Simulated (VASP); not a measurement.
# Be3Si (I4/mmm) in VASP: further runs

The runs below take Be3Si through single point, with PBEsol.

Program: VASP 6.6.1. These are calculated values, not measurements. Logs are shortened: lines on timing, memory, paths and dates and some standing lists are left out, and cuts for length are marked.

## (1) The cell of the first run

It takes space group I4/mmm (No. 139, tetragonal). The conventional cell has a = 3.346 Å, b = 3.346 Å, c = 6.921 Å, α = 90.00°, β = 90.00°, γ = 90.00°. Within 3.1 Å of Be (site symmetry -4m2) lie 8 Be at 2.37 to 2.41 Å and 4 Si at 2.41 Å. Within 3.1 Å of Be (site symmetry 4/mmm) lie 4 Si at 2.37 Å and 8 Be at 2.41 Å. Within 3.1 Å of Si (site symmetry 4/mmm) lie 12 Be at 2.37 to 2.41 Å.

## (2) Single point, PBEsol (strained)

File INCAR:

```
ALGO     = Fast           # electronic algorithm
EDIFF    = 1E-7           # SCF threshold, eV
ENCUT    = 520            # plane-wave cutoff, eV
GGA      = PS             # functional
ISIF     = 2              # what is computed and relaxed
ISMEAR   = 0              # smearing method
LASPH    = True           # aspherical terms in the spheres
LCHARG   = False          # write CHGCAR
LREAL    = False          # projectors in reciprocal space
LWAVE    = False          # write WAVECAR
NBANDS   = 13             # bands
NELM     = 80             # most SCF steps
PREC     = Accurate       # precision mode
SIGMA    = 0.1            # smearing width, eV
```

File KPOINTS:

```
k-points
0
Gamma
  18 18 18
```

File POSCAR:

```
Be3Si
1.0
   -1.6730408564      1.6730408564      3.4605478437
    1.6730408564     -1.6730408564      3.4605478437
    1.6730408564      1.6730408564     -3.4605478437
Be Si
3 1
Direct
    0.7500000000      0.2500000000      0.5000000000
    0.2500000000      0.7500000000      0.5000000000
    0.5000000000      0.5000000000      0.0000000000
    0.0000000000      0.0000000000      0.0000000000
```

Potentials or basis: VASP PAW PBE potentials, release 64 (Be, Si).

Started as:

```console
$ cat potpaw_PBE.64/Be/POTCAR potpaw_PBE.64/Si/POTCAR > POTCAR
$ mpirun -np 1 vasp_std > vasp.out
```

OUTCAR:

```text
EDIFF = 1E-7
   ENCUT = 520
   GGA = PS
   ISIF = 2
   ISMEAR = 0
   LASPH = True
   LREAL = False
   NELM = 80
   PREC = Accurate

 ion  position               nearest neighbor table
   1  0.750  0.250  0.500-   2 2.37   2 2.37   2 2.37   2 2.37   4 2.41   4 2.41   4 2.41   4 2.41

   2  0.250  0.750  0.500-   1 2.37   1 2.37   1 2.37   1 2.37   4 2.41   4 2.41   4 2.41   4 2.41

   3  0.500  0.500  0.000-   4 2.37   4 2.37   4 2.37   4 2.37
   4  0.000  0.000  0.000-   3 2.37   3 2.37   3 2.37   3 2.37   2 2.41   1 2.41   2 2.41   2 2.41
                             1 2.41   1 2.41   2 2.41   1 2.41

  LATTYP: Found a body centered tetragonal cell.
 ALAT       =     3.3460817128
 C/A-ratio  =     2.0684180129

  Lattice vectors:

 A1 = (  -1.6730408564,   1.6730408564,   3.4605478437)
 A2 = (   1.6730408564,  -1.6730408564,   3.4605478437)
 A3 = (   1.6730408564,   1.6730408564,  -3.4605478437)

Analysis of symmetry for initial positions (statically):
=====================================================================
 Subroutine PRICEL returns:
 Original cell was already a primitive cell.

 Routine SETGRP: Setting up the symmetry group for a
 body centered tetragonal supercell.

 Subroutine GETGRP returns: Found 16 space group operations
 (whereof 16 operations were pure point group operations)
 out of a pool of 16 trial point group operations.

The static configuration has the point symmetry D_4h.

Analysis of symmetry for dynamics (positions and initial velocities):
=====================================================================
 Subroutine PRICEL returns:
 Original cell was already a primitive cell.

 Routine SETGRP: Setting up the symmetry group for a
 body centered tetragonal supercell.

 Subroutine GETGRP returns: Found 16 space group operations
 (whereof 16 operations were pure point group operations)
 out of a pool of 16 trial point group operations.

The dynamic configuration has the point symmetry D_4h.

 Subroutine INISYM returns: Found 16 space group operations
 (whereof 16 operations are pure point group operations),
 and found     1 'primitive' translations

----------------------------------------------------------------------------------------

                                     Primitive cell

  volume of cell :      38.7452

  direct lattice vectors                    reciprocal lattice vectors
    -1.673040856  1.673040856  3.460547844     0.000000000  0.298857017  0.144485793
     1.673040856 -1.673040856  3.460547844     0.298857017  0.000000000  0.144485793
     1.673040856  1.673040856 -3.460547844     0.298857017  0.298857017  0.000000000

  length of vectors
     4.192078577  4.192078577  4.192078577     0.331951293  0.331951293  0.422647647

  position of ions in fractional coordinates (direct lattice)
     0.750000000  0.250000000  0.500000000
     0.250000000  0.750000000  0.500000000
     0.500000000  0.500000000  0.000000000
     0.000000000  0.000000000  0.000000000

  ion indices of the primitive-cell ions
   primitive index   ion index
                 1           1
                 2           2
                 3           3
                 4           4

----------------------------------------------------------------------------------------

 KPOINTS: k-points

Automatic generation of k-mesh.
 Grid dimensions read from file:
 generate k-points for:   18   18   18

 Generating k-lattice:

  Cartesian coordinates                     Fractional coordinates (reciprocal lattice)
     0.000000000  0.016603168  0.008026989     0.055555556  0.000000000 -0.000000000
     0.016603168  0.000000000  0.008026989     0.000000000  0.055555556 -0.000000000
     0.016603168  0.016603168  0.000000000     0.000000000  0.000000000  0.055555556

  Length of vectors
     0.018441739  0.018441739  0.023480425

  Shift w.r.t. Gamma in fractional coordinates (k-lattice)
     0.000000000  0.000000000  0.000000000

 Subroutine IBZKPT returns following result:
 ===========================================

 Found    480 irreducible k-points:

 Following reciprocal coordinates:
            Coordinates               Weight
  0.000000  0.000000  0.000000      1.000000
  0.055556  0.000000 -0.000000      8.000000
  0.111111  0.000000 -0.000000      8.000000
  0.166667 -0.000000  0.000000      8.000000
  0.222222  0.000000 -0.000000      8.000000
  0.277778 -0.000000  0.000000      8.000000
[... 16 lines left out ...]
 -0.277778  0.055556 -0.000000     16.000000
 -0.222222  0.055556  0.000000     16.000000
 [... further k-points ...]
   k-points           NKPTS =    480   k-points in BZ     NKDIM =    480   number of bands    NBANDS=     13
   number of dos      NEDOS =    301   number of ions     NIONS =      4
   total plane-waves  NPLWV =  32768
   dimension x,y,z NGX =    32 NGY =   32 NGZ =   32
   dimension x,y,z NGXF=    64 NGYF=   64 NGZF=   64
   ions per type =               3   1
   NGX,Y,Z   is equivalent  to a cutoff of  12.69, 12.69, 12.69 a.u.
   NGXF,Y,Z  is equivalent  to a cutoff of  25.38, 25.38, 25.38 a.u.
 SYSTEM =  unknown system
   PREC   = accura    normal or accurate (medium, high low for compatibility)
   ISTART =      0    job   : 0-new  1-cont  2-samecut
   ICHARG =      2    charge: 1-file 2-atom 10-const
   ISPIN  =      1    spin polarized calculation?
   LNONCOLLINEAR =      F non collinear calculations
   LSORBIT =      F    spin-orbit coupling
   LASPH  =      T    aspherical Exc in radial PAW
   ENCUT  =  520.0 eV  38.22 Ry    6.18 a.u.   7.79  7.79  7.79*2*pi/ulx,y,z
   NELM   =     80;   NELMIN=  2; NELMDL= -5     # of ELM steps
   EDIFF  = 0.1E-06   stopping-criterion for ELM
   LREAL  =      F    real-space projection
   EDIFFG = 0.1E-05   stopping-criterion for IOM
   NSW    =      0    number of steps for IOM
   IBRION =     -1    ionic relax: 0-MD 1-quasi-New 2-CG
   NFREE  =      0    steps in history (QN), initial steepest desc. (CG)
   ISIF   =      2    stress and relaxation
   ISYM   =      2    0-nonsym 1-usesym 2-fastsym
   POTIM  = 0.5000    time-step for ionic-motion
   TEBEG  =    0.0;   TEEND  =   0.0 temperature during run
   PSTRESS=    0.0 pullay stress
   NELECT =      10.0000    total number of electrons
   NUPDOWN=      -1.0000    fix difference up-down
   EMIN   =  10.00;   EMAX   =-10.00  energy-range for DOS
   EFERMI =   0.00;   METHOD = LEGACY
   ISMEAR =     0;   SIGMA  =   0.10  broadening in eV -4-tet -1-fermi 0-gaus
   EFERMI_NEDOS =   21; number of points for ismear=-14 and -15
   IALGO  =     68    algorithm
   IMIX   =      4    mixing-type and parameters
     AMIX     =   0.40;   BMIX     =  1.00
     AMIX_MAG =   1.60;   BMIX_MAG =  1.00
  volume/ion in A,a.u.               =       9.69        65.37
  Fermi-wavevector in a.u.,A,eV,Ry     =   1.042323  1.969704 14.781867  1.086437
  Thomas-Fermi vector in A             =   2.176983
   LORBIT       =      0    0 simple, 1 ext, 2 COOP (PROOUT), +10 PAW based schemes
   GGA     = PS    functional components
   LHFCALC =     F    Hartree Fock is set to
   AEXX    =    0.0000 exact exchange contribution
   IVDW    =     0    specifies the selected vdW correction
   LEPSILON=     F    determine dielectric tensor
   LRPA    =     F    only Hartree local field effects (RPA)
 non-spin polarized calculation
 RMM-DIIS sequential band-by-band and
 Gauss-broadening in eV      SIGMA  =   0.10
  energy-cutoff  :      520.00
  volume of cell :       38.75
 maximum number of plane-waves:      1056
   NGX = 15   NGY = 15   NGZ = 15

 number of electron      10.0000000 magnetization

 Free energy of the ion-electron system (eV)
  ---------------------------------------------------
  ext. energy  EPLUGINS =         0.00000000
  ---------------------------------------------------
  free energy    TOTEN  =       -16.76960585 eV

  energy without entropy =      -16.76396562  energy(sigma->0) =      -16.76678573

 E-fermi :   8.1603     XC(G=0): -10.7827

 val. band max:        8.1583834661   @ k =  -0.1667   0.1667   0.1111
 cond. band min:       8.1624261105   @ k =  -0.2778   0.1111   0.0556
 fundamental gap:      0.0040426444
 Fermi energy:         8.1602589208

 k-point     1 :       0.0000    0.0000    0.0000
  band No.  band energies     occupation
      1      -4.7019      2.00000
      2       4.3603      2.00000
      3       7.6207      2.00000
      4       7.6207      2.00000
      5       8.3686      0.00321
      6       8.3686      0.00321
      7       8.5941      0.00000
      8       9.4050      0.00000
      9      10.6025      0.00000
     10      13.0485      0.00000
     11      15.6331      0.00000
     12      16.3407      0.00000
     13      16.3407      0.00000

 k-point     2 :       0.0556    0.0000   -0.0000
  band No.  band energies     occupation
      1      -4.6609      2.00000
      2       4.3219      2.00000
      3       7.0314      2.00000
      4       7.5466      2.00000
      5       8.0623      1.83407
      6       8.5371      0.00000
      7       8.7214      0.00000
      8       9.8513      0.00000
      9      10.9804      0.00000
     10      13.1947      0.00000
     11      15.7166      0.00000
     12      15.8038      0.00000
     13      16.3154      0.00000
[... 321 lines left out ...]
 k-point    23 :      -0.2778    0.0556   -0.0000
  band No.  band energies     occupation
      1      -3.7215      2.00000
      2       2.7810      2.00000
      3       4.4025      2.00000
      4       5.3630      2.00000
      5       7.5033      2.00000
      6      10.0583      0.00000
      7      10.1386      0.00000
      8      11.5933      0.00000
      9      12.2155      0.00000
     10      14.3330      0.00000
     11      15.7104      0.00000
     12      16.8079      0.00000
     13      17.9795      0.00000

 k-point    24 :      -0.2222    0.0556    0.0000
  band No.  band energies     occupation
      1      -4.0675      2.00000
      2       3.7816      2.00000
      3       4.5270      2.00000
      4       5.8831      2.00000
      5       7.4149      2.00000
      6       9.3738      0.00000
      7       9.6739      0.00000
      8      11.7631      0.00000
      9      12.5555      0.00000
     10      13.5834      0.00000
     11      15.3111      0.00000
     12      16.3251      0.00000
     13      17.2027      0.00000

 [... further k-points ...]

------------------------ aborting loop because EDIFF is reached ----------------------------------------

  FORCE on cell =-STRESS in cart. coord.  units (eV):
  Direction    XX          YY          ZZ          XY          YZ          ZX
  --------------------------------------------------------------------------------------
  -------------------------------------------------------------------------------------
  Total        0.9007298      0.9007298     -0.9506093      0.0000000     -0.0000000      0.0000000
  in kB       37.2466458     37.2466458    -39.3092432      0.0000000     -0.0000000      0.0000000
  external PRESSURE =      11.7280161 kB  Pullay stress =       0.0000000 kB

 VOLUME and BASIS-vectors are now :
 -----------------------------------------------------------------------------
  energy-cutoff  :      520.00
  volume of cell :       38.75
      direct lattice vectors                 reciprocal lattice vectors
    -1.673040856  1.673040856  3.460547844     0.000000000  0.298857017  0.144485793
     1.673040856 -1.673040856  3.460547844     0.298857017  0.000000000  0.144485793
     1.673040856  1.673040856 -3.460547844     0.298857017  0.298857017  0.000000000

 POSITION                                       TOTAL-FORCE (eV/Angst)
 -----------------------------------------------------------------------------------
      0.00000      1.67304      1.73027         0.000000     -0.000000      0.000000
      1.67304      0.00000      1.73027        -0.000000     -0.000000     -0.000000
      0.00000      0.00000      3.46055         0.000000      0.000000     -0.000000
      0.00000      0.00000      0.00000         0.000000      0.000000     -0.000000
 -----------------------------------------------------------------------------------
    total drift:                                0.000000     -0.000000     -0.000000

  FREE ENERGIE OF THE ION-ELECTRON SYSTEM (eV)
  ---------------------------------------------------
  free  energy   TOTEN  =       -16.7696058459 eV

  energy  without entropy=      -16.7639656217  energy(sigma->0) =      -16.76678573
```

Wall time 2 min (1 thread of AMD EPYC 9R45 (Zen 5), shared host); peak memory 0.31 GiB.

Results:

| Quantity | Value |
| --- | --- |
| Free energy | -16.7696 eV |
| Pressure | 1.2 GPa |
| Band gap on the k mesh | zero (bands 5 and 6 overlap by 5.20 eV) |

Levels at points of the mesh, in eV from the Fermi level:
| k point | band 3 | band 4 | band 5 | band 6 | band 7 | band 8 |
| --- | --- | --- | --- | --- | --- | --- |
| (0.00, 0.00, 0.00) | -0.54 | -0.54 | 0.21 | 0.21 | 0.43 | 1.24 |
| (0.50, 0.00, 0.00) | -4.09 | -3.72 | 0.56 | 0.93 | 3.48 | 5.44 |
| (0.50, 0.50, 0.00) | -5.97 | -5.23 | -3.10 | -1.41 | 2.34 | 2.87 |
| (0.50, 0.50, 0.50) | -3.11 | -3.11 | 1.25 | 1.52 | 7.26 | 7.26 |

Caveat: the cell differs from its parent crystal (strained); the stress differs along the axes, from -4 to 4 GPa; the PAW data sets were made with another functional, which shifts forces and pressure a little.

## (3) Single point, PBEsol (strained)

File INCAR:

```
SYSTEM = Be3Si
  PREC = Accurate
  ENCUT = 520
  EDIFF = 1E-6
  ISMEAR = 0
  SIGMA = 0.1
  LREAL = .False.
  LASPH = .True.
  NELM = 100
  ALGO = Fast
  ISIF = 2
  LWAVE = .False.
  LCHARG = .False.
  GGA = PS
  NBANDS = 13
```

File KPOINTS:

```
Automatic mesh
0
Gamma
  18 18 18
  0 0 0
```

File POSCAR:

```
Be3Si
1.0
   -1.7659942034      1.7659942034      3.2363326322
    1.7659942034     -1.7659942034      3.2363326322
    1.7659942034      1.7659942034     -3.2363326322
Be Si
3 1
Direct
    0.7500000000      0.2500000000      0.5000000000
    0.2500000000      0.7500000000      0.5000000000
    0.5000000000      0.5000000000      0.0000000000
    0.0000000000      0.0000000000      0.0000000000
```

Potentials or basis: VASP PAW PBE potentials, release 64 (Be, Si).

Started as:

```console
$ cat potpaw_PBE.64/Be/POTCAR potpaw_PBE.64/Si/POTCAR > POTCAR
$ mpirun -np 1 vasp_std > vasp.out
```

It took 1.8 min on 1 thread of AMD EPYC 9R45 (Zen 5), shared host; peak memory 0.31 GiB.

Results (log left out):

| Item | Value |
| --- | --- |
| Free energy | -16.6271 eV |
| Pressure | -3.5 GPa |
| Band gap on the k mesh | zero (bands 5 and 6 overlap by 4.18 eV) |

Stress tensor (GPa, compression positive):
```
-9.52  0.00  0.00
 0.00 -9.52  0.00
 0.00  0.00  8.58
```

Levels at points of the mesh, in eV from the Fermi level:
```csv
k point,band 2,band 3,band 4,band 5,band 6,band 7,band 8,band 9
"(0.00, 0.00, 0.00)",-2.25,-0.74,-0.74,-0.11,-0.11,0.66,1.52,2.12
"(0.50, 0.00, 0.00)",-8.39,-3.43,-2.96,-0.43,0.14,2.35,4.59,6.04
"(0.50, 0.50, 0.00)",-6.98,-5.72,-5.20,-3.08,-1.50,3.29,3.78,6.60
"(0.50, 0.50, 0.50)",-8.52,-3.80,-3.80,-0.11,0.63,7.62,7.73,8.52
```

Caveat: the cell differs from its parent crystal (strained); the stress differs along the axes, from -10 to 9 GPa; the PAW data sets were made with another functional, which shifts forces and pressure a little.

## (4) Single point, PBEsol (strained)

File INCAR:

```
ALGO = Fast
EDIFF = 1E-6
ENCUT = 520
GGA = PS
ISIF = 2
ISMEAR = 0
LASPH = True
LCHARG = False
LREAL = False
LWAVE = False
NBANDS = 13
NELM = 60
PREC = Accurate
SIGMA = 0.1
```

File KPOINTS:

```
k-points
0
Gamma
  18 18 18
```

File POSCAR:

```
Be3Si
1.0
   -1.7218200440      1.7218200440      3.6611434375
    1.7218200440     -1.7218200440      3.6611434375
    1.7218200440      1.7218200440     -3.6611434375
Be Si
3 1
Direct
    0.7500000000      0.2500000000      0.5000000000
    0.2500000000      0.7500000000      0.5000000000
    0.5000000000      0.5000000000      0.0000000000
    0.0000000000      0.0000000000      0.0000000000
```

Started as:

```console
$ cat potpaw_PBE.64/Be/POTCAR potpaw_PBE.64/Si/POTCAR > POTCAR
$ mpirun -np 1 vasp_std > vasp.out
```

Wall time 2.8 min (1 thread of AMD EPYC 9R45 (Zen 5), shared host); peak memory 0.36 GiB.

The run converged. Its results:

```yaml
Free_energy: -16.5768 eV
Pressure: -10.1 GPa
Band_gap_on_the_k_mesh: zero (bands 5 and 6 overlap by 5.12 eV)
```

Stress tensor (GPa, compression positive):
```
 -6.20   0.00   0.00
  0.00  -6.20   0.00
  0.00   0.00 -17.83
```

Levels at points of the mesh, in eV from the Fermi level:
| k point | band 2 | band 3 | band 4 | band 5 | band 6 | band 7 | band 8 | band 9 |
| --- | --- | --- | --- | --- | --- | --- | --- | --- |
| (0.00, 0.00, 0.00) | -3.74 | -0.47 | -0.47 | -0.24 | 0.41 | 0.41 | 1.55 | 2.54 |
| (0.50, 0.00, 0.00) | -7.83 | -3.89 | -3.53 | 0.68 | 1.19 | 3.33 | 5.02 | 5.68 |
| (0.50, 0.50, 0.00) | -6.25 | -5.44 | -4.71 | -3.07 | -1.40 | 2.18 | 2.48 | 4.27 |
| (0.50, 0.50, 0.50) | -8.49 | -2.67 | -2.67 | 1.20 | 1.68 | 6.35 | 6.35 | 6.90 |

Caveat: the cell differs from its parent crystal (strained); the stress differs along the axes, from -18 to -6 GPa; the PAW data sets were made with another functional, which shifts forces and pressure a little.

## (5) Summary

| cell | further INCAR settings | gap on the mesh (eV) | pressure (GPa) |
| --- | --- | --- | --- |
| a = 4.192 Å, angles 133.0, 133.0, 68.7°, 4 atoms | ALGO = Fast; EDIFF = 1e-07; NBANDS = 13 | none | 1.2 |
| a = 4.088 Å, angles 128.8, 128.8, 75.3°, 4 atoms | ALGO = Fast; EDIFF = 1e-06; NBANDS = 13 | none | -3.5 |
| a = 4.397 Å, angles 133.9, 133.9, 67.3°, 4 atoms | ALGO = Fast; EDIFF = 1e-06; NBANDS = 13 | none | -10.1 |

Alike in all rows: task single point; level PBEsol; potentials or basis VASP PAW PBE potentials, release 64 (Be, Si); no spin polarisation; k mesh 18 × 18 × 18; cutoff (eV) 520; smearing gaussian 0.1 eV.

Caveats: the PAW data sets were made with another functional, which shifts forces and pressure a little; the stress differs along the axes, from -4 to 4 GPa (at least some runs); the stress differs along the axes, from -10 to 9 GPa (at least some runs); the stress differs along the axes, from -18 to -6 GPa (at least some runs).

Absolute energies hang on the potentials; compare differences alone.

The gap in the log of VASP goes by the Fermi energy; the results here count the filled bands.